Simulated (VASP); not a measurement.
**HfZr2Ti3Sn10: single point with PBE**

HfZr2Ti3Sn10:

```
CELL_PARAMETERS angstrom
7.76032 -0.19424 0.30437
-0.19424 7.28698 0.16858
0.30437 0.16858 7.26314
ATOMIC_POSITIONS crystal
Sn 0.44024 0.28503 0.80106
Sn 0.29762 0.43906 0.43075
Sn 0.66819 0.74360 0.34599
Sn 0.39519 0.64420 0.03952
Sn 0.76289 0.05484 0.56950
Sn 0.73692 0.33535 0.15734
Sn 0.36686 0.00950 0.28898
Sn 0.02145 0.80110 0.07392
Sn 0.11558 0.07656 0.76507
Sn 0.92668 0.43183 0.55132
Ti 0.06340 0.88000 0.49151
Ti 0.12601 0.57080 0.80382
Ti 0.43237 0.86790 0.66332
Zr 0.09812 0.25405 0.16743
Zr 0.74194 0.64738 0.82490
Hf 0.68976 0.00976 0.99836
```

- Program: VASP 6.6.1
- Task: single point
- Functional: PBE
- Potentials or basis: VASP PAW PBE potentials, release 64 (Sn_d, Ti_sv, Zr_sv, Hf_pv)
- Cutoff: 400 eV
- k mesh: 1 × 1 × 1, shifted
- Occupations: fermi-dirac, width 0.0991 eV
- Spin: no spin polarisation

```
Pressure      : -1.1 GPa
Largest force : 2.335 eV/Å
```

Forces on the atoms (eV/Å):
```
Sn   0.358 -0.099  0.513
Sn   0.332  0.772  0.622
Sn   0.129 -0.686  0.161
Sn  -0.295 -0.046 -0.396
Sn  -0.319  0.149 -0.021
Sn   0.168  1.355  0.432
Sn   0.848  0.160 -0.256
Sn  -0.444  0.644  0.924
Sn   0.035  1.144  1.722
Sn  -0.381  0.055 -1.231
Ti   0.208 -1.915 -1.319
Ti   0.936 -0.186  0.285
Ti  -0.502 -0.242  0.310
Zr  -0.647 -0.475 -0.991
Zr   0.367  0.169 -0.205
Hf  -0.794 -0.796 -0.551
```

Stress tensor (GPa, compression positive):
```
-0.14  0.00  1.24
 0.00 -1.67  2.66
 1.24  2.66 -1.39
```

Levels at points of the mesh, in eV from the Fermi level:
| k point | band 101 | band 102 | band 103 | band 104 | band 105 | band 106 | band 107 | band 108 | band 109 | band 110 |
| --- | --- | --- | --- | --- | --- | --- | --- | --- | --- | --- |
| (0.25, 0.25, 0.25) | -0.62 | -0.42 | -0.25 | -0.15 | -0.07 | 0.03 | 0.19 | 0.31 | 0.49 | 0.54 |

Wall time 72 s on 1 thread of Intel(R) Xeon(R) Platinum 8488C (Sapphire Rapids) (shared host), peak memory 0.36 GiB.

Caveat: the atoms stand as in a frame of molecular dynamics; spin-orbit coupling is left out, which moves the levels of the heavy elements.
